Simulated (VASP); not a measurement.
Input of a VASP 6.6.1 run:

Contents of INCAR:

```
SYSTEM = Ga3O2
PREC = Accurate
ENCUT = 520
EDIFF = 1E-7
ISMEAR = 0
SIGMA = 0.1
LREAL = .FALSE.
LASPH = .TRUE.
NELM = 150
ALGO = Normal
ISIF = 2
LWAVE = .FALSE.
LCHARG = .FALSE.
ISPIN = 2
MAGMOM = 0 0 0 1 1
LORBIT = 11
GGA = PE
NBANDS = 38
```

The input KPOINTS:

```
Automatic mesh
0
G
  4 4 4
  0 0 0
```

Contents of POSCAR:

```
Ga3O2
1.0
    4.1451982300      0.0000000000      0.0000000000
    0.0000000000      4.1451982300      0.0000000000
    0.0000000000      0.0000000000      4.1451982300
Ga O
3 2
Direct
    0.0000000000      0.5000000000      0.5000000000
    0.5000000000      0.0000000000      0.5000000000
    0.5000000000      0.5000000000      0.0000000000
    0.0000000000      0.0000000000      0.0000000000
    0.5000000000      0.5000000000      0.5000000000
```

Potentials or basis: VASP PAW PBE potentials, release 64 (Ga_d, O).

Run with:

```sh
$ cat potpaw_PBE.64/Ga_d/POTCAR potpaw_PBE.64/O/POTCAR > POTCAR
$ mpirun -np 1 vasp_std > vasp.out
```

(1) Predict the net moment.

(2) Predict the pressure.

(3) Estimate the site moments.

Results:

(1) 0.33 μB per cell.

(2) 15.7 GPa.

(3) Ga +0.04; O +0.13, +0.04 μB.

Caveat: the k points lie up to 0.38 Å⁻¹ apart.
